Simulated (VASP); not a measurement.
# FePt (P4/mmm) in VASP: notebook

Runs on FePt. Level: PBE. Tasks: single point.

Everything below comes from runs of VASP 6.6.1. Logs are shortened: lines on timing, memory, paths and dates and some standing lists are left out, and cuts for length are marked.

## (1) The cell of the first run

The structure is tetragonal, space group P4/mmm (No. 123). The conventional cell has a = 2.724 Å, b = 2.724 Å, c = 3.720 Å, α = 90.00°, β = 90.00°, γ = 90.00°. Within 3.5 Å of Pt (site symmetry 4/mmm) lie 8 Fe at 2.68 Å and 4 Pt at 2.72 Å. Fe (site symmetry 4/mmm) has 8 Pt at 2.68 Å and 4 Fe at 2.72 Å within 3.5 Å.

## (2) Single point, PBE, collinear spin, ferromagnetic start

INCAR

```
PREC = Accurate
ENCUT = 600
EDIFF = 1E-6
ISMEAR = 0
SIGMA = 0.013000000000000001
LREAL = False
LASPH = True
NELM = 200
ALGO = Normal
ISIF = 2
LWAVE = False
LCHARG = False
ISPIN = 2
MAGMOM = 0 3
LORBIT = 11
LMAXMIX = 4
GGA = PE
NBANDS = 20
GGA_COMPAT = False
```

KPOINTS

```
Automatic mesh
0
Gamma
  10 10 7
```

POSCAR

```
FePt
1.0
    2.7235000000      0.0000000000      0.0000000000
    0.0000000000      2.7235000000      0.0000000000
    0.0000000000      0.0000000000      3.7200000000
Pt Fe
1 1
Direct
    0.5000000000      0.5000000000      0.5000000000
    0.0000000000      0.0000000000      0.0000000000
```

Potentials or basis: VASP PAW PBE potentials, release 64 (Pt, Fe).

Launch:

```console
> cat potpaw_PBE.64/Pt/POTCAR potpaw_PBE.64/Fe/POTCAR > POTCAR
> mpirun -np 1 vasp_std > vasp.out
```

OUTCAR:

```text
PREC = Accurate
   ENCUT = 600
   EDIFF = 1E-6
   ISMEAR = 0
   LREAL = False
   LASPH = True
   NELM = 200
   ISIF = 2
   ISPIN = 2
   LORBIT = 11
   GGA = PE

 ion  position               nearest neighbor table
   1  0.500  0.500  0.500-   2 2.68   2 2.68   2 2.68   2 2.68   2 2.68   2 2.68   2 2.68   2 2.68

   2  0.000  0.000  0.000-   1 2.68   1 2.68   1 2.68   1 2.68   1 2.68   1 2.68   1 2.68   1 2.68

  LATTYP: Found a simple tetragonal cell.
 ALAT       =     2.7235000000
 C/A-ratio  =     1.3658894804

  Lattice vectors:

 A1 = (   2.7235000000,   0.0000000000,   0.0000000000)
 A2 = (   0.0000000000,   2.7235000000,   0.0000000000)
 A3 = (   0.0000000000,   0.0000000000,   3.7200000000)

Analysis of symmetry for initial positions (statically):
=====================================================================
 Subroutine PRICEL returns:
 Original cell was already a primitive cell.

 Routine SETGRP: Setting up the symmetry group for a
 simple tetragonal supercell.

 Subroutine GETGRP returns: Found 16 space group operations
 (whereof 16 operations were pure point group operations)
 out of a pool of 16 trial point group operations.

The static configuration has the point symmetry D_4h.

Analysis of symmetry for dynamics (positions and initial velocities):
=====================================================================
 Subroutine PRICEL returns:
 Original cell was already a primitive cell.

 Routine SETGRP: Setting up the symmetry group for a
 simple tetragonal supercell.

 Subroutine GETGRP returns: Found 16 space group operations
 (whereof 16 operations were pure point group operations)
 out of a pool of 16 trial point group operations.

The dynamic configuration has the point symmetry D_4h.

Analysis of structural, dynamic, and magnetic symmetry:
=====================================================================
 Subroutine PRICEL returns:
 Original cell was already a primitive cell.

 Routine SETGRP: Setting up the symmetry group for a
 simple tetragonal supercell.

 Subroutine GETGRP returns: Found 16 space group operations
 (whereof 16 operations were pure point group operations)
 out of a pool of 16 trial point group operations.

The overall configuration has the point symmetry D_4h.

 Subroutine INISYM returns: Found 16 space group operations
 (whereof 16 operations are pure point group operations),
 and found     1 'primitive' translations

----------------------------------------------------------------------------------------

                                     Primitive cell

  volume of cell :      27.5929

  direct lattice vectors                    reciprocal lattice vectors
     2.723500000  0.000000000  0.000000000     0.367174592  0.000000000  0.000000000
     0.000000000  2.723500000  0.000000000     0.000000000  0.367174592  0.000000000
     0.000000000  0.000000000  3.720000000     0.000000000  0.000000000  0.268817204

  length of vectors
     2.723500000  2.723500000  3.720000000     0.367174592  0.367174592  0.268817204

  position of ions in fractional coordinates (direct lattice)
     0.500000000  0.500000000  0.500000000
     0.000000000  0.000000000  0.000000000

  ion indices of the primitive-cell ions
   primitive index   ion index
                 1           1
                 2           2

----------------------------------------------------------------------------------------

 KPOINTS: Automatic mesh

Automatic generation of k-mesh.
 Grid dimensions read from file:
 generate k-points for:   10   10    7

 Generating k-lattice:

  Cartesian coordinates                     Fractional coordinates (reciprocal lattice)
     0.036717459  0.000000000  0.000000000     0.100000000  0.000000000  0.000000000
     0.000000000  0.036717459  0.000000000     0.000000000  0.100000000  0.000000000
     0.000000000  0.000000000  0.038402458     0.000000000  0.000000000  0.142857143

  Length of vectors
     0.036717459  0.036717459  0.038402458

  Shift w.r.t. Gamma in fractional coordinates (k-lattice)
     0.000000000  0.000000000  0.000000000

 Subroutine IBZKPT returns following result:
 ===========================================

 Found     84 irreducible k-points:

 Following reciprocal coordinates:
            Coordinates               Weight
  0.000000  0.000000  0.000000      1.000000
  0.100000  0.000000  0.000000      4.000000
  0.200000  0.000000  0.000000      4.000000
  0.300000  0.000000  0.000000      4.000000
  0.400000  0.000000  0.000000      4.000000
  0.500000  0.000000  0.000000      2.000000
[... 16 lines left out ...]
  0.100000  0.000000  0.142857      8.000000
  0.200000  0.000000  0.142857      8.000000
 [... further k-points ...]
   k-points           NKPTS =     84   k-points in BZ     NKDIM =     84   number of bands    NBANDS=     20
   number of dos      NEDOS =    301   number of ions     NIONS =      2
   total plane-waves  NPLWV =  17280
   dimension x,y,z NGX =    24 NGY =   24 NGZ =   30
   dimension x,y,z NGXF=    48 NGYF=   48 NGZF=   60
   ions per type =               1   1
   NGX,Y,Z   is equivalent  to a cutoff of  14.65, 14.65, 13.41 a.u.
   NGXF,Y,Z  is equivalent  to a cutoff of  29.30, 29.30, 26.81 a.u.
 SYSTEM =  unknown system
   PREC   = accura    normal or accurate (medium, high low for compatibility)
   ISTART =      0    job   : 0-new  1-cont  2-samecut
   ICHARG =      2    charge: 1-file 2-atom 10-const
   ISPIN  =      2    spin polarized calculation?
   LNONCOLLINEAR =      F non collinear calculations
   LSORBIT =      F    spin-orbit coupling
   LASPH  =      T    aspherical Exc in radial PAW
   ENCUT  =  600.0 eV  44.10 Ry    6.64 a.u.   5.44  5.44  7.43*2*pi/ulx,y,z
   NELM   =    200;   NELMIN=  2; NELMDL= -5     # of ELM steps
   EDIFF  = 0.1E-05   stopping-criterion for ELM
   LREAL  =      F    real-space projection
[... 7 lines left out ...]
   TEBEG  =    0.0;   TEEND  =   0.0 temperature during run
   PSTRESS=    0.0 pullay stress
   NELECT =      18.0000    total number of electrons
   NUPDOWN=      -1.0000    fix difference up-down
   EMIN   =  10.00;   EMAX   =-10.00  energy-range for DOS
   EFERMI =   0.00;   METHOD = LEGACY
   ISMEAR =     0;   SIGMA  =   0.01  broadening in eV -4-tet -1-fermi 0-gaus
   EFERMI_NEDOS =   21; number of points for ismear=-14 and -15
   IALGO  =     38    algorithm
   IMIX   =      4    mixing-type and parameters
     AMIX     =   0.40;   BMIX     =  1.00
     AMIX_MAG =   1.60;   BMIX_MAG =  1.00
  volume/ion in A,a.u.               =      13.80        93.10
  Fermi-wavevector in a.u.,A,eV,Ry     =   1.419819  2.683070 27.427809  2.015887
  Thomas-Fermi vector in A             =   2.540800
   LORBIT       =     11    0 simple, 1 ext, 2 COOP (PROOUT), +10 PAW based schemes
   GGA     = PE    functional components
   LHFCALC =     F    Hartree Fock is set to
   AEXX    =    0.0000 exact exchange contribution
   IVDW    =     0    specifies the selected vdW correction
   LEPSILON=     F    determine dielectric tensor
   LRPA    =     F    only Hartree local field effects (RPA)
 spin polarized calculation
 Gauss-broadening in eV      SIGMA  =   0.01
  energy-cutoff  :      600.00
  volume of cell :       27.59
 maximum number of plane-waves:       936
 NGX is ok and might be reduce to    24
   NGX = 11   NGY = 11   NGZ = 15

 number of electron      18.0000002 magnetization       3.2491194

 Free energy of the ion-electron system (eV)
  ---------------------------------------------------
  ext. energy  EPLUGINS =         0.00000000
  ---------------------------------------------------
  free energy    TOTEN  =       -14.80016130 eV

  energy without entropy =      -14.79998223  energy(sigma->0) =      -14.80007177

 E-fermi :   8.7419     XC(G=0): -13.0584

 val. band max:        8.7407990406   @ k =   0.4000   0.1000   0.4286
 cond. band min:       8.7592218740   @ k =   0.5000   0.4000   0.2857
 fundamental gap:      0.0184228333
 Fermi energy:         8.7419038032

 spin component 1

 k-point     1 :       0.0000    0.0000    0.0000
  band No.  band energies     occupation
      1      -0.8862      1.00000
      2       2.3464      1.00000
      3       2.5260      1.00000
      4       5.2638      1.00000
      5       5.2638      1.00000
      6       5.7825      1.00000
[... 12 lines left out ...]
     19      30.2312      0.00000
     20      30.2312      0.00000

 k-point     2 :       0.1000    0.0000    0.0000
  band No.  band energies     occupation
      1      -0.6271      1.00000
      2       2.4847      1.00000
      3       2.7018      1.00000
      4       5.1586      1.00000
      5       5.3379      1.00000
      6       5.8485      1.00000
[... 12 lines left out ...]
     19      29.9030      0.00000
     20      30.7166      0.00000

 k-point     3 :       0.2000    0.0000    0.0000
  band No.  band energies     occupation
      1       0.0939      1.00000
      2       2.7969      1.00000
      3       3.2574      1.00000
      4       4.8625      1.00000
      5       5.5522      1.00000
      6       5.9364      1.00000
[... 12 lines left out ...]
     19      30.1268      0.00000
     20      32.0537      0.00000

 k-point     4 :       0.3000    0.0000    0.0000
  band No.  band energies     occupation
      1       1.1078      1.00000
      2       3.2386      1.00000
      3       3.9727      1.00000
      4       4.4435      1.00000
      5       5.7919      1.00000
      6       5.8058      1.00000
[... 429 lines left out ...]
 k-point    23 :       0.1000    0.0000    0.1429
  band No.  band energies     occupation
      1      -0.3814      1.00000
      2       2.5898      1.00000
      3       2.7795      1.00000
      4       5.2115      1.00000
      5       5.4113      1.00000
      6       5.7855      1.00000
[... 12 lines left out ...]
     19      29.9180      0.00000
     20      30.4039      0.00000

 k-point    24 :       0.2000    0.0000    0.1429
  band No.  band energies     occupation
      1       0.3126      1.00000
      2       2.8699      1.00000
      3       3.3590      1.00000
      4       4.8809      1.00000
      5       5.5192      1.00000
      6       5.9034      1.00000
[... 12 lines left out ...]
     19      31.7056      0.00000
     20      31.9359      0.00000

 [... further k-points ...]

 spin component 2

 k-point     1 :       0.0000    0.0000    0.0000
  band No.  band energies     occupation
      1      -0.7573      1.00000
      2       2.9122      1.00000
      3       2.9216      1.00000
      4       6.3258      1.00000
      5       6.3259      1.00000
      6       7.9104      1.00000
[... 12 lines left out ...]
     19      30.3306      0.00000
     20      30.3306      0.00000

 k-point     2 :       0.1000    0.0000    0.0000
  band No.  band energies     occupation
      1      -0.4970      1.00000
      2       3.0100      1.00000
      3       3.1458      1.00000
      4       6.0783      1.00000
      5       6.3979      1.00000
      6       7.7460      1.00000
[... 12 lines left out ...]
     19      30.3190      0.00000
     20      30.8152      0.00000

 k-point     3 :       0.2000    0.0000    0.0000
  band No.  band energies     occupation
      1       0.2270      1.00000
      2       3.2743      1.00000
      3       3.7812      1.00000
      4       5.4644      1.00000
      5       6.6015      1.00000
      6       7.2930      1.00000
[... 12 lines left out ...]
     19      30.4213      0.00000
     20      32.1547      0.00000

 k-point     4 :       0.3000    0.0000    0.0000
  band No.  band energies     occupation
      1       1.2424      1.00000
      2       3.6648      1.00000
      3       4.6152      1.00000
      4       4.7862      1.00000
      5       6.7712      1.00000
      6       6.8942      1.00000
[... 429 lines left out ...]
 k-point    23 :       0.1000    0.0000    0.1429
  band No.  band energies     occupation
      1      -0.2530      1.00000
      2       3.0750      1.00000
      3       3.2251      1.00000
      4       6.0975      1.00000
      5       6.4457      1.00000
      6       7.7695      1.00000
[... 12 lines left out ...]
     19      30.4080      0.00000
     20      30.5931      0.00000

 k-point    24 :       0.2000    0.0000    0.1429
  band No.  band energies     occupation
      1       0.4504      1.00000
      2       3.3197      1.00000
      3       3.8748      1.00000
      4       5.4200      1.00000
      5       6.5738      1.00000
      6       7.3130      1.00000
[... 12 lines left out ...]
     19      31.9139      0.00000
     20      32.2198      0.00000

 [... further k-points ...]

------------------------ aborting loop because EDIFF is reached ----------------------------------------

  FORCE on cell =-STRESS in cart. coord.  units (eV):
  Direction    XX          YY          ZZ          XY          YZ          ZX
  --------------------------------------------------------------------------------------
  -------------------------------------------------------------------------------------
  Total        0.4445578      0.4445578      0.5499022      0.0000000      0.0000000     -0.0000000
  in kB       25.8131591     25.8131591     31.9299549      0.0000000      0.0000000     -0.0000000
  external PRESSURE =      27.8520910 kB  Pullay stress =       0.0000000 kB

 VOLUME and BASIS-vectors are now :
 -----------------------------------------------------------------------------
  energy-cutoff  :      600.00
  volume of cell :       27.59
      direct lattice vectors                 reciprocal lattice vectors
     2.723500000  0.000000000  0.000000000     0.367174592  0.000000000  0.000000000
     0.000000000  2.723500000  0.000000000     0.000000000  0.367174592  0.000000000
     0.000000000  0.000000000  3.720000000     0.000000000  0.000000000  0.268817204

 POSITION                                       TOTAL-FORCE (eV/Angst)
 -----------------------------------------------------------------------------------
      1.36175      1.36175      1.86000         0.000000      0.000000      0.000000
      0.00000      0.00000      0.00000         0.000000      0.000000      0.000000
 -----------------------------------------------------------------------------------
    total drift:                                0.000000      0.000000     -0.000000

  FREE ENERGIE OF THE ION-ELECTRON SYSTEM (eV)
  ---------------------------------------------------
  free  energy   TOTEN  =       -14.8001613035 eV

  energy  without entropy=      -14.7999822315  energy(sigma->0) =      -14.80007177

 total charge

# of ion       s       p       d       tot
------------------------------------------
    1        0.714   0.667   8.055   9.435
    2        0.409   0.452   6.126   6.988
--------------------------------------------------
tot          1.123   1.119  14.181  16.423

 magnetization (x)

# of ion       s       p       d       tot
------------------------------------------
    1       -0.027  -0.069   0.418   0.322
    2        0.004  -0.008   2.910   2.906
--------------------------------------------------
tot         -0.023  -0.078   3.328   3.228
```

Run time: 39 s. Hardware: 1 thread of Intel Xeon 6975P-C (Granite Rapids), shared host; peak memory 0.22 GiB.

Results:

```yaml
Free_energy: -14.8002 eV
Pressure: 2.8 GPa
Net_moment: 3.25 μB per cell
Site_moments: Pt +0.32; Fe +2.91 μB
Valence_electrons_inside_the_program's_atomic_spheres: Pt 9.44; Fe 6.99
```

Stress tensor (GPa, compression positive):
```
2.58 0.00 0.00
0.00 2.58 0.00
0.00 0.00 3.19
```

Caveat: spin-orbit coupling is left out, which moves the levels of the heavy elements.

## (3) Single point, PBE, collinear spin, ferromagnetic start

INCAR

```
  ALGO = Normal
  EDIFF = 1E-6
  ENCUT = 600
  GGA = PE
  GGA_COMPAT = False
  ISIF = 2
  ISMEAR = 0
  ISPIN = 2
  LASPH = True
  LCHARG = False
  LMAXMIX = 4
  LORBIT = 11
  LREAL = False
  LWAVE = False
  MAGMOM = 0 3
  NBANDS = 20
  NELM = 200
  PREC = Accurate
  SIGMA = 0.014
```

KPOINTS

```
k-points
0
Gamma
  10 10 7
```

POSCAR is that of step 2.

Potentials or basis: VASP PAW PBE potentials, release 64 (Pt, Fe).

Launch:

```console
> cat potpaw_PBE.64/Pt/POTCAR potpaw_PBE.64/Fe/POTCAR > POTCAR
> mpirun -np 1 vasp_std > vasp.out
```

Wall time 37 s (1 thread of Intel Xeon 6975P-C (Granite Rapids), shared host); peak memory 0.23 GiB.

It converged, with:

```yaml
Free_energy: -14.8002 eV
Pressure: 2.8 GPa
Net_moment: 3.25 μB per cell
Site_moments: Pt +0.32; Fe +2.91 μB
Valence_electrons_inside_the_program's_atomic_spheres: Pt 9.44; Fe 6.99
```

Stress tensor (GPa, compression positive):
```
2.59 0.00 0.00
0.00 2.59 0.00
0.00 0.00 3.20
```

Levels at points of the mesh, in eV from the Fermi level:
Spin up:
```csv
k point,band 8,band 9,band 10,band 11,band 12,band 13,band 14,band 15
"(0.00, 0.00, 0.00)",-1.98,-0.57,-0.43,-0.43,2.25,9.73,11.63,11.63
"(0.50, 0.00, 0.00)",-2.56,-2.18,-1.67,0.10,1.98,10.42,10.52,12.51
"(0.50, 0.50, 0.00)",-0.51,-0.51,0.50,1.58,1.58,7.55,9.99,10.85
```
Spin down:
| k point | band 4 | band 5 | band 6 | band 7 | band 8 | band 9 | band 10 | band 11 | band 12 | band 13 |
| --- | --- | --- | --- | --- | --- | --- | --- | --- | --- | --- |
| (0.00, 0.00, 0.00) | -2.42 | -2.42 | -0.83 | -0.82 | 0.56 | 1.62 | 1.62 | 1.65 | 2.42 | 10.57 |
| (0.50, 0.00, 0.00) | -3.52 | -2.51 | -1.42 | -1.23 | -0.92 | 0.49 | 0.64 | 2.31 | 2.53 | 11.19 |
| (0.50, 0.50, 0.00) | -4.81 | 0.88 | 1.20 | 1.62 | 1.69 | 1.69 | 1.69 | 1.70 | 1.70 | 8.36 |

Caveat: spin-orbit coupling is left out, which moves the levels of the heavy elements.

## (4) Single point, PBE, collinear spin, ferromagnetic start

INCAR

```
PREC = Accurate ; ENCUT = 600
EDIFF = 1E-6 ; ISMEAR = 0
SIGMA = 0.015 ; LREAL = False
LASPH = True ; NELM = 200
ALGO = Normal ; ISIF = 2
LWAVE = False ; LCHARG = True
ISPIN = 2 ; MAGMOM = 0 3
LORBIT = 11 ; LMAXMIX = 4
GGA = PE ; LELF = True
LVHAR = True ; NBANDS = 20
GGA_COMPAT = False
```

KPOINTS

```
regular mesh
0
Gamma
  10 10 7
```

POSCAR is that of step 3.

Launch:

```console
> cat potpaw_PBE.64/Pt/POTCAR potpaw_PBE.64/Fe/POTCAR > POTCAR
> mpirun -np 1 vasp_std > vasp.out
```

Run time: 37 s. Hardware: 1 thread of Intel Xeon 6975P-C (Granite Rapids), shared host; peak memory 0.22 GiB.

It converged, with:

* Free energy: -14.8002 eV
* Pressure: 2.8 GPa
* Net moment: 3.25 μB per cell
* Site moments: Pt +0.32; Fe +2.91 μB
* Valence electrons inside the program's atomic spheres: Pt 9.44; Fe 6.99

Stress tensor (GPa, compression positive):
```
2.61 0.00 0.00
0.00 2.61 0.00
0.00 0.00 3.21
```

Levels at points of the mesh, in eV from the Fermi level:
Spin up:
```
           k point  band 8  band 9  band 10  band 11  band 12  band 13  band 14  band 15
(0.00, 0.00, 0.00)   -1.98   -0.57    -0.43    -0.43     2.25     9.72    11.63    11.63
(0.50, 0.00, 0.00)   -2.56   -2.18    -1.67     0.10     1.98    10.42    10.52    12.51
(0.50, 0.50, 0.00)   -0.51   -0.51     0.50     1.58     1.58     7.55     9.99    10.85
```
Spin down:
```
           k point  band 5  band 6  band 7  band 8  band 9  band 10  band 11  band 12
(0.00, 0.00, 0.00)   -2.42   -0.83   -0.82    0.56    1.62     1.62     1.65     2.42
(0.50, 0.00, 0.00)   -2.51   -1.42   -1.23   -0.92    0.49     0.64     2.31     2.53
(0.50, 0.50, 0.00)    0.88    1.20    1.62    1.69    1.69     1.69     1.70     1.70
```

Caveat: spin-orbit coupling is left out, which moves the levels of the heavy elements.

## (5) The runs side by side

```tsv
smearing	gap on the mesh (eV)	pressure (GPa)	moment (μB)
gaussian 0.013 eV	none	2.8	3.25
gaussian 0.014 eV	none	2.8	3.25
gaussian 0.015 eV	none	2.8	3.25
```

Alike in all rows: task single point; level PBE; potentials or basis VASP PAW PBE potentials, release 64 (Pt, Fe); spin collinear, ferromagnetic start; cell as given; k mesh 10 × 10 × 7; cutoff (eV) 600.

Caveats: spin-orbit coupling is left out, which moves the levels of the heavy elements.

Absolute energies hang on the potentials; compare differences alone.
